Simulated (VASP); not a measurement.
Here is a VASP 6.6.1 calculation.

The input INCAR:

```
PREC = Accurate
ENCUT = 600
EDIFF = 1E-7
ISMEAR = -1
SIGMA = 0.1
LREAL = False
LASPH = True
NELM = 60
ALGO = Normal
ISIF = 3
LWAVE = False
LCHARG = False
GGA = PS
IBRION = 2
NSW = 80
EDIFFG = -0.01
```

KPOINTS

```
Automatic mesh
0
Gamma
  7 7 7
```

Contents of POSCAR:

```
LuH2
1.0
    0.0000000000      2.5165000000      2.5165000000
    2.5165000000      0.0000000000      2.5165000000
    2.5165000000      2.5165000000      0.0000000000
Lu H
1 2
Direct
    0.0000000000      0.0000000000      0.0000000000
    0.2500000000      0.2500000000      0.2500000000
    0.7500000000      0.7500000000      0.7500000000
```

Potentials or basis: VASP PAW PBE potentials, release 64 (Lu, H).

The run is started by

```sh
$ cat potpaw_PBE.64/Lu/POTCAR potpaw_PBE.64/H/POTCAR > POTCAR
$ mpirun -np 1 vasp_std > vasp.out
```

Question: Predict the relaxed volume.

Answer: 10.21 Å³/atom.

Question: What does it give for the space group after relaxing (to 0.05 Å)?

Answer: Fm-3m (No. 225).

The path:
| step | energy change (eV) | largest force (eV/Å) | pressure (GPa) | volume (Å³) |
| --- | --- | --- | --- | --- |
| 1 | 0.0000 | 0.0000 | -3.69 | 31.87 |
| 2 | -0.0150 | 0.0000 | -0.46 | 30.76 |
| 3 | -0.0152 | 0.0000 | -0.08 | 30.62 |

Caveat: the PAW data sets were made with another functional, which shifts forces and pressure a little.
